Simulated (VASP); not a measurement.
CdS (Hawleyite): single point with LDA

CdS (Hawleyite):

```
CELL_PARAMETERS angstrom
4.12455 0.00000 0.00000
2.06228 3.57197 0.00000
2.06228 1.19066 3.36768
ATOMIC_POSITIONS crystal
Cd 0.00000 0.00000 0.00000
S 0.25000 0.25000 0.25000
```

- Program: VASP 6.6.1
- Task: single point
- Functional: LDA
- Potentials or basis: VASP PAW LDA potentials, release 64 (Cd, S)
- Cutoff: 500 eV
- k mesh: 7 × 7 × 7
- Occupations: gaussian, width 0.01 eV
- Spin: no spin polarisation

```yaml
Pressure: -2.0 GPa
Band_gap_on_the_k_mesh: 0.89 eV, direct
```

Levels at points of the mesh, in eV from the valence-band top:
| k point | band 6 | band 7 | band 8 | band 9 | band 10 | band 11 | band 12 | band 13 |
| --- | --- | --- | --- | --- | --- | --- | --- | --- |
| (0.00, 0.00, 0.00) | -7.29 | 0.00 | 0.00 | 0.00 | 0.89 | 6.36 | 6.36 | 6.36 |

It took 16 s on 1 thread of Intel Xeon 6975P-C (shared host), peak memory 0.15 GiB.
